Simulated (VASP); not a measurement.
Runs of VASP 6.6.1 on Rb. The structure is that of space group P6_3/mmc (No. 194), or close to it. The cells are those of the table. This isn't the form of Rb at room conditions, which is bcc.

| cell | k mesh | gap on the mesh (eV) | pressure (GPa) |
| --- | --- | --- | --- |
| a = 5.317, b = 5.317, c = 17.552 Å, angles 90.0, 90.0, 120.0°, 4 atoms | 8 × 8 × 2 | none | -0.1 |
| a = 5.183, b = 5.183, c = 17.108 Å, angles 90.0, 90.0, 120.0°, 4 atoms | 9 × 9 × 3 | none | 0.0 |
| a = 5.251, b = 5.251, c = 17.333 Å, angles 90.0, 90.0, 120.0°, 4 atoms | 8 × 8 × 2 | none | -0.1 |
| a = 5.382, b = 5.382, c = 17.766 Å, angles 90.0, 90.0, 120.0°, 4 atoms | 8 × 8 × 2 | none | (a) |

Alike in all rows: task single point; level revPBE; potentials or basis VASP PAW PBE potentials, release 64 (Rb_sv); no spin polarisation; cutoff (eV) 520; smearing fermi-dirac 0.1 eV.

Task: Estimate the missing entries.

Result: (a) -0.2.

Caveats: the PAW data sets were made with another functional, which shifts forces and pressure a little.

A k mesh can miss the band edges, and the runs leave out spin-orbit coupling on Rb.

A gap of «none» marks levels without a gap at the run's occupations.
